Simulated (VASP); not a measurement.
# MgGe2 (P4/mmm) in VASP: further runs

MgGe2 is run at these levels: PBE; tasks: single point, relaxation of cell and atoms.

All numbers are computed with VASP 6.6.1; they aren't measurements. Logs are shortened: lines on timing, memory, paths and dates and some standing lists are left out, and cuts for length are marked.

## 1. The cell of the first run

It takes space group P4/mmm (No. 123, tetragonal). The conventional cell has a = 3.802 Å, b = 3.802 Å, c = 3.020 Å, α = 90.00°, β = 90.00°, γ = 90.00°. Within 3.2 Å of Mg (site symmetry 4/mmm) lie 8 Ge at 2.43 Å and 2 Mg at 3.02 Å. Within 3.2 Å of Ge (site symmetry mmm) lie 4 Mg at 2.43 Å and 6 Ge at 2.69 to 3.02 Å.

## 2. Single point, PBE

File INCAR:

```
SYSTEM = MgGe2
PREC = Accurate
ENCUT = 520
EDIFF = 1E-6
ISMEAR = 0
SIGMA = 0.1
LREAL = .FALSE.
LASPH = .TRUE.
NELM = 60
ALGO = Normal
ISIF = 2
LWAVE = .FALSE.
LCHARG = .FALSE.
GGA = PE
NBANDS = 22
```

File KPOINTS:

```
Automatic mesh
0
G
  4 4 6
  0 0 0
```

File POSCAR:

```
MgGe2
1.0
    3.8024836900      0.0000000000      0.0000000000
    0.0000000000      3.8024836900      0.0000000000
    0.0000000000      0.0000000000      3.0202406900
Mg Ge
1 2
Direct
    0.0000000000      0.0000000000      0.5000000000
    0.0000000000      0.5000000000      0.0000000000
    0.5000000000      0.0000000000      0.0000000000
```

Potentials or basis: VASP PAW PBE potentials, release 64 (Mg, Ge_d).

Started as:

```sh
> cat potpaw_PBE.64/Mg/POTCAR potpaw_PBE.64/Ge_d/POTCAR > POTCAR
> mpirun -np 1 vasp_std > vasp.out
```

OUTCAR:

```text
SYSTEM = MgGe2
   PREC = Accurate
   ENCUT = 520
   EDIFF = 1E-6
   ISMEAR = 0
   LREAL = .FALSE.
   LASPH = .TRUE.
   NELM = 60
   ISIF = 2
   GGA = PE

 ion  position               nearest neighbor table
   1  0.000  0.000  0.500-   2 2.43   3 2.43   2 2.43   3 2.43   2 2.43   2 2.43   3 2.43   3 2.43

   2  0.000  0.500  0.000-   1 2.43   1 2.43   1 2.43   1 2.43   3 2.69   3 2.69   3 2.69   3 2.69

   3  0.500  0.000  0.000-   1 2.43   1 2.43   1 2.43   1 2.43   2 2.69   2 2.69   2 2.69   2 2.69

  LATTYP: Found a simple tetragonal cell.
 ALAT       =     3.8024836900
 C/A-ratio  =     0.7942810374

  Lattice vectors:

 A1 = (   3.8024836900,   0.0000000000,   0.0000000000)
 A2 = (   0.0000000000,   3.8024836900,   0.0000000000)
 A3 = (   0.0000000000,   0.0000000000,   3.0202406900)

Analysis of symmetry for initial positions (statically):
=====================================================================
 Subroutine PRICEL returns:
 Original cell was already a primitive cell.

 Routine SETGRP: Setting up the symmetry group for a
 simple tetragonal supercell.

 Subroutine GETGRP returns: Found 16 space group operations
 (whereof 16 operations were pure point group operations)
 out of a pool of 16 trial point group operations.

The static configuration has the point symmetry D_4h.

Analysis of symmetry for dynamics (positions and initial velocities):
=====================================================================
 Subroutine PRICEL returns:
 Original cell was already a primitive cell.

 Routine SETGRP: Setting up the symmetry group for a
 simple tetragonal supercell.

 Subroutine GETGRP returns: Found 16 space group operations
 (whereof 16 operations were pure point group operations)
 out of a pool of 16 trial point group operations.

The dynamic configuration has the point symmetry D_4h.

 Subroutine INISYM returns: Found 16 space group operations
 (whereof 16 operations are pure point group operations),
 and found     1 'primitive' translations

----------------------------------------------------------------------------------------

                                     Primitive cell

  volume of cell :      43.6693

  direct lattice vectors                    reciprocal lattice vectors
[... 83 lines left out ...]
   LNONCOLLINEAR =      F non collinear calculations
   LSORBIT =      F    spin-orbit coupling
   LASPH  =      T    aspherical Exc in radial PAW
   ENCUT  =  520.0 eV  38.22 Ry    6.18 a.u.   7.07  7.07  5.62*2*pi/ulx,y,z
   NELM   =     60;   NELMIN=  2; NELMDL= -5     # of ELM steps
   EDIFF  = 0.1E-05   stopping-criterion for ELM
   LREAL  =      F    real-space projection
   EDIFFG = 0.1E-04   stopping-criterion for IOM
   NSW    =      0    number of steps for IOM
   IBRION =     -1    ionic relax: 0-MD 1-quasi-New 2-CG
   NFREE  =      0    steps in history (QN), initial steepest desc. (CG)
   ISIF   =      2    stress and relaxation
   ISYM   =      2    0-nonsym 1-usesym 2-fastsym
   POTIM  = 0.5000    time-step for ionic-motion
   TEBEG  =    0.0;   TEEND  =   0.0 temperature during run
   PSTRESS=    0.0 pullay stress
   NELECT =      30.0000    total number of electrons
   NUPDOWN=      -1.0000    fix difference up-down
   EMIN   =  10.00;   EMAX   =-10.00  energy-range for DOS
   EFERMI =   0.00;   METHOD = LEGACY
   ISMEAR =     0;   SIGMA  =   0.10  broadening in eV -4-tet -1-fermi 0-gaus
   EFERMI_NEDOS =   21; number of points for ismear=-14 and -15
   IALGO  =     38    algorithm
   IMIX   =      4    mixing-type and parameters
     AMIX     =   0.40;   BMIX     =  1.00
     AMIX_MAG =   1.60;   BMIX_MAG =  1.00
  volume/ion in A,a.u.               =      14.56        98.23
  Fermi-wavevector in a.u.,A,eV,Ry     =   1.444519  2.729744 28.390381  2.086634
  Thomas-Fermi vector in A             =   2.562804
   LORBIT       =      0    0 simple, 1 ext, 2 COOP (PROOUT), +10 PAW based schemes
   GGA     = PE    functional components
   LHFCALC =     F    Hartree Fock is set to
   AEXX    =    0.0000 exact exchange contribution
   IVDW    =     0    specifies the selected vdW correction
   LEPSILON=     F    determine dielectric tensor
   LRPA    =     F    only Hartree local field effects (RPA)
 non-spin polarized calculation
 Gauss-broadening in eV      SIGMA  =   0.10
  energy-cutoff  :      520.00
  volume of cell :       43.67
 maximum number of plane-waves:      1204
   NGX = 15   NGY = 15   NGZ = 11

 number of electron      29.9999961 magnetization

 Free energy of the ion-electron system (eV)
  ---------------------------------------------------
  ext. energy  EPLUGINS =         0.00000000
  ---------------------------------------------------
  free energy    TOTEN  =        -7.91534800 eV

  energy without entropy =       -7.91518413  energy(sigma->0) =       -7.91526607

 E-fermi :   8.1637     XC(G=0): -11.6405

 val. band max:        7.9773535056   @ k =   0.5000   0.0000   0.1667
 cond. band min:       8.3644735652   @ k =   0.2500   0.0000   0.3333
 fundamental gap:      0.3871200596
 Fermi energy:         8.1637138657

 k-point     1 :       0.0000    0.0000    0.0000
  band No.  band energies     occupation
      1     -16.7947      2.00000
      2     -16.7435      2.00000
      3     -16.7209      2.00000
      4     -16.6643      2.00000
      5     -16.6643      2.00000
      6     -16.6048      2.00000
[... 589 lines left out ...]
     21      22.2619      0.00000
     22      23.5796      0.00000

------------------------ aborting loop because EDIFF is reached ----------------------------------------

  FORCE on cell =-STRESS in cart. coord.  units (eV):
  Direction    XX          YY          ZZ          XY          YZ          ZX
  --------------------------------------------------------------------------------------
  -------------------------------------------------------------------------------------
  Total       11.8630848     11.8630848     11.6747615      0.0000000      0.0000000      0.0000000
  in kB      435.2431499    435.2431499    428.3337814      0.0000000      0.0000000      0.0000000
  external PRESSURE =     432.9400271 kB  Pullay stress =       0.0000000 kB

 VOLUME and BASIS-vectors are now :
 -----------------------------------------------------------------------------
  energy-cutoff  :      520.00
  volume of cell :       43.67
      direct lattice vectors                 reciprocal lattice vectors
     3.802483690  0.000000000  0.000000000     0.262986006  0.000000000  0.000000000
     0.000000000  3.802483690  0.000000000     0.000000000  0.262986006  0.000000000
     0.000000000  0.000000000  3.020240690     0.000000000  0.000000000  0.331099440

 POSITION                                       TOTAL-FORCE (eV/Angst)
 -----------------------------------------------------------------------------------
      0.00000      0.00000      1.51012         0.000000      0.000000      0.000000
      0.00000      1.90124      0.00000         0.000000      0.000000      0.000000
      1.90124      0.00000      0.00000         0.000000      0.000000      0.000000
 -----------------------------------------------------------------------------------
    total drift:                                0.000000      0.000000     -0.000000

  FREE ENERGIE OF THE ION-ELECTRON SYSTEM (eV)
  ---------------------------------------------------
  free  energy   TOTEN  =        -7.9153480046 eV

  energy  without entropy=       -7.9151841294  energy(sigma->0) =       -7.91526607
```

Wall time 26 s (1 thread of Intel Xeon 8259CL, shared host); peak memory 0.16 GiB.

Results:

| Property | Result |
| --- | --- |
| Free energy | -7.9153 eV |
| Pressure | 43.3 GPa |
| Band gap on the k mesh | zero (band 15 reaches 12.42 eV, above the bottom of band 16 at 4.19 eV) |

Levels at points of the mesh, in eV from the Fermi level:
```
           k point  band 12  band 13  band 14  band 15  band 16  band 17  band 18  band 19
(0.00, 0.00, 0.00)    -5.74    -4.04    -4.04     1.34     1.43     5.25     5.59     5.59
(0.50, 0.00, 0.00)   -11.20    -1.92    -0.86    -0.58     0.78     3.57     3.71     7.51
(0.50, 0.50, 0.00)    -9.95    -8.20    -6.19     4.26     4.26     7.15     8.87     9.39
(0.00, 0.00, 0.50)    -7.42    -2.46    -2.28    -2.28    -0.98     3.56     3.92     3.92
(0.50, 0.00, 0.50)    -8.79    -5.18    -4.86    -0.26     1.64     1.83     3.34     5.54
(0.50, 0.50, 0.50)    -7.43    -6.23    -4.07    -4.07    -3.97     0.48     1.43     9.92
```

Caveat: the k points lie up to 0.41 Å⁻¹ apart.

## 3. Single point, PBE

This run uses another cell than the first one, of 21.78 Å³/atom, 1.496 times its volume.

File INCAR:

```
SYSTEM = MgGe2
PREC     = Accurate       ! precision mode
ENCUT    = 520            ! plane-wave cutoff, eV
EDIFF    = 1E-7           ! SCF threshold, eV
ISMEAR   = 0              ! smearing method
SIGMA    = 0.1            ! smearing width, eV
LREAL    = .FALSE.        ! projectors in reciprocal space
LASPH    = .TRUE.         ! aspherical terms in the spheres
NELM     = 60             ! most SCF steps
ALGO     = Normal         ! electronic algorithm
ISIF     = 2              ! what is computed and relaxed
LWAVE    = .FALSE.        ! write WAVECAR
LCHARG   = .TRUE.         ! write CHGCAR
GGA      = PE             ! functional
LELF     = .TRUE.         ! ELF
LVHAR    = .TRUE.       
NBANDS   = 22             ! bands
```

File KPOINTS:

```
regular mesh
0
G
  4 4 6
  0 0 0
```

File POSCAR:

```
MgGe2
1.0
    4.3223173854      0.0000000000      0.0000000000
    0.0000000000      4.3223173854      0.0000000000
    0.0000000000      0.0000000000      3.4976144245
Mg Ge
1 2
Direct
    0.0000000000      0.0000000000      0.5000000000
    0.0000000000      0.5000000000      0.0000000000
    0.5000000000      0.0000000000      0.0000000000
```

Potentials or basis: VASP PAW PBE potentials, release 64 (Mg, Ge_d).

Started as:

```sh
> cat potpaw_PBE.64/Mg/POTCAR potpaw_PBE.64/Ge_d/POTCAR > POTCAR
> mpirun -np 1 vasp_std > vasp.out
```

It took 41 s on 1 thread of Intel Xeon 8259CL, shared host; peak memory 0.18 GiB.

Results (log left out):

```
Free energy            : -10.0277 eV
Pressure               : 0.0 GPa
Band gap on the k mesh : zero (band 15 reaches 7.06 eV, above the bottom of band 16 at 1.69 eV)
```

Stress tensor (GPa, compression positive):
```
 0.03  0.00  0.00
 0.00  0.03  0.00
 0.00  0.00 -0.08
```

Levels at points of the mesh, in eV from the Fermi level:
```
           k point  band 12  band 13  band 14  band 15  band 16  band 17  band 18  band 19
(0.00, 0.00, 0.00)    -5.76    -2.48    -2.48     0.95     1.96     4.22     4.27     4.27
(0.50, 0.00, 0.00)    -8.88    -1.03    -0.93     0.26     0.79     2.39     2.71     5.73
(0.50, 0.50, 0.00)    -8.31    -5.76    -3.69     3.00     3.00     5.37     6.72     6.78
(0.00, 0.00, 0.50)    -5.01    -4.37    -1.24    -1.24    -0.06     3.57     3.80     3.80
(0.50, 0.00, 0.50)    -7.56    -3.46    -2.91     0.25     0.53     1.49     2.08     4.80
(0.50, 0.50, 0.50)    -6.99    -4.24    -2.43    -2.43    -2.36     0.19     2.73     6.68
```

Caveat: the k points lie up to 0.36 Å⁻¹ apart.

(Part 1 of 2 ends here.)
